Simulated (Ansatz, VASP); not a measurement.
# Two plane-wave programs on Rh

POSCAR

```
Rh
1.0
    0.0000000000      1.9300732500      1.8445035000
    1.9300732500      0.0000000000      1.8445035000
    1.9300732500      1.9300732500      0.0000000000
Rh
1
Direct
    0.0000000000      0.0000000000      0.0000000000
```

File INCAR.step1:

```
  PREC = Accurate
  ENCUT = 680
  ISMEAR = 0
  SIGMA = 0.15
  LREAL = F
  LASPH = T
  NELM = 120
  NBANDS = 14
  GGA = PE
  ALGO = Normal
  EDIFF = 1E-5
  LWAVE = T
  LCHARG = F
  GGA_COMPAT = F
```

The input INCAR.step2:

```
  PREC = Accurate
  ENCUT = 680
  EDIFF = 1E-6
  ISMEAR = 0
  SIGMA = 0.15
  LREAL = F
  LASPH = T
  NELM = 120
  ALGO = Normal
  ISIF = 2
  LWAVE = F
  LCHARG = T
  METAGGA = R2SCAN
  LMIXTAU = T
  LELF = T
  LVHAR = T
  NBANDS = 14
  ISTART = 1
  GGA_COMPAT = F
```

Contents of KPOINTS:

```
Automatic mesh
0
Gamma
  8 8 8
```

Input for Ansatz:

```yaml
crystal:
  lattice:
    - [0.0, 1.93007325, 1.8445035]
    - [1.93007325, 0.0, 1.8445035]
    - [1.93007325, 1.93007325, 0.0]
  atoms:
    - { symbol: Rh, position: [0.0, 0.0, 0.0] }
basis:
  ecutwfc: 500
kpoints:
  mp_grid: { grid: [8, 8, 8] }
hamiltonian:
  xc: r2scan
scf:
  occupations: { method: gaussian, width: 0.15 }
output:
  forces: true
  stress: true
  eigenvalues: true
```

Change from the starting cell: strain +0.015 along x and y, -0.030 along z, atoms carried along.

Alike in both runs: task single point; functional r2SCAN; k mesh 8 × 8 × 8; occupations gaussian, width 0.15 eV; no spin polarisation.

|  | VASP | Ansatz |
| --- | --- | --- |
| version | VASP 6.6.1 | Ansatz 0.2.0 |
| potentials or method | VASP PAW PBE potentials, release 64 (Rh_sv_GW), cutoff 680 eV | scalar-relativistic, plane waves, PAW |
| valence electrons in the cell | 17 | 17 |

VASP gave:

* gap on the k mesh at the Fermi level (eV): none
* pressure (GPa): 0.7
* traceless stress, the component that is largest in VASP (GPa): 6.83

Task: What did Ansatz give for the same quantities?

Result: gap on the k mesh at the Fermi level (eV): none; pressure (GPa): 0.7; traceless stress, the component that is largest in VASP (GPa): 6.82.

VASP's potentials were made for PBE, not for r2SCAN. A gap of «none» marks a metal or a gap that the smearing closes. The functional is the same, so the differences come from potentials, cutoffs and numerics.
